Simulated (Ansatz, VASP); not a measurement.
## Si5C: VASP beside Ansatz

File INCAR:

```
PREC = Accurate
ENCUT = 520
EDIFF = 1E-7
ISMEAR = 0
SIGMA = 0.1
LREAL = False
LASPH = True
NELM = 80
ALGO = Normal
ISIF = 2
LWAVE = False
LCHARG = True
GGA = PE
LELF = True
LVHAR = True
NBANDS = 21
```

KPOINTS

```
Automatic mesh
0
Gamma
  6 6 2
```

File POSCAR:

```
Si5C
1.0
    2.7608573500      0.0000000000      0.0000000000
   -1.3804286700      2.3909726000      0.0000000000
    0.0000000000      0.0000000000     13.4513663100
Si C
5 1
Direct
    0.3333333300      0.6666666700      0.6666666700
    0.3333333300      0.6666666700      0.0000000000
    0.3333333300      0.6666666700      0.3333333300
    0.6666666700      0.3333333300      0.8333333300
    0.6666666700      0.3333333300      0.1666666700
    0.6666666700      0.3333333300      0.5000000000
```

Input for Ansatz:

```yaml
crystal:
  lattice:
    - [2.76085735, 0.0, 0.0]
    - [-1.38042867, 2.3909726, 0.0]
    - [0.0, 0.0, 13.45136631]
  atoms:
    - { symbol: Si, position: [0.33333333, 0.66666667, 0.66666667] }
    - { symbol: Si, position: [0.33333333, 0.66666667, 0.0] }
    - { symbol: Si, position: [0.33333333, 0.66666667, 0.33333333] }
    - { symbol: Si, position: [0.66666667, 0.33333333, 0.83333333] }
    - { symbol: Si, position: [0.66666667, 0.33333333, 0.16666667] }
    - { symbol: C, position: [0.66666667, 0.33333333, 0.5] }
basis:
  ecutwfc: 420
kpoints:
  mp_grid: { grid: [6, 6, 2] }
hamiltonian:
  xc: pbe
scf:
  occupations: { method: gaussian, width: 0.1 }
  lower_state_search: "off"
output:
  forces: true
  stress: true
  eigenvalues: true
```

Alike in both runs: task single point; functional PBE; k mesh 6 × 6 × 2; occupations gaussian, width 0.1 eV; no spin polarisation.

```csv
,VASP,Ansatz
version,VASP 6.6.1,Ansatz 0.2.0
potentials or method,"VASP PAW PBE potentials, release 64 (Si, C), cutoff 520 eV","scalar-relativistic, plane waves, PAW"
valence electrons in the cell,24,24
```

|  | VASP | Ansatz | Ansatz less VASP |
| --- | --- | --- | --- |
| gap on the k mesh at the Fermi level (eV) | none | none | - |
| pressure (GPa) | -8.8 | -8.8 | +0.01 |
| traceless stress, the component that is largest in VASP (GPa) | -6.42 | -6.42 | +0.001 |
| rms of the force components (eV/Å) | 0.473 | 0.475 | +0.0012 |

Atom by atom the forces differ by 0.001 eV/Å (rms over components). A gap of «none» marks a metal or a gap that the smearing closes.

The k mesh is coarse, so the values compare programs but aren't converged.
